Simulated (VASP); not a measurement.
A run of VASP 6.6.1 is set up as follows.

The input INCAR:

```
SYSTEM = Al9N8
ALGO = Normal
EDIFF = 1E-7
ENCUT = 520
GGA = PS
ISIF = 2
ISMEAR = -1
LASPH = .TRUE.
LCHARG = .TRUE.
LELF = .TRUE.
LREAL = Auto
LVHAR = .TRUE.
LWAVE = .FALSE.
NBANDS = 48
NELECT = 64.0
NELM = 80
PREC = Accurate
SIGMA = 0.05
```

The input KPOINTS:

```
Automatic mesh
0
Gamma
  2 2 2
  0.5 0.5 0.5
```

File POSCAR:

```
Al9N8
1.0
    6.2276320000      0.0000000000      0.0000000000
    0.0000000000      5.3932870000      0.0000000000
    0.0000000000      0.0000000000      4.9835290000
Al N
9 8
Direct
    0.2654840000      0.1499720000      0.4980550000
    0.0000110000      0.6698760000      0.5050750000
    0.7302390000      0.1528830000      0.4985050000
    0.4990260000      0.6613680000      0.5045560000
    0.0062320000      0.3210880000      0.9965560000
    0.4967380000      0.3444600000      0.0007430000
    0.2497720000      0.8502730000      0.0008650000
    0.7572130000      0.8451440000      0.0034880000
    0.4727590000      0.1427060000      0.6974880000
    0.0105810000      0.3260580000      0.3927150000
    0.4958960000      0.3080480000      0.3750420000
    0.2557840000      0.8268210000      0.3717570000
    0.7590350000      0.8456430000      0.3880340000
    0.2450370000      0.1688770000      0.8581100000
    0.9966980000      0.6621500000      0.8945910000
    0.7451270000      0.1728360000      0.8972880000
    0.5072750000      0.6563860000      0.8983340000
```

Potentials or basis: VASP PAW PBE potentials, release 64 (Al, N).

Launch:

```bash
$ cat potpaw_PBE.64/Al/POTCAR potpaw_PBE.64/N/POTCAR > POTCAR
$ mpirun -np 1 vasp_std > vasp.out
```

(1) What does it give for the largest force?

Results:

(1) 28.262 eV/Å.

Caveat: the k points lie up to 0.63 Å⁻¹ apart; the cell carries a net charge on a neutralising background, which shifts energy and pressure; the PAW data sets were made with another functional, which shifts forces and pressure a little.
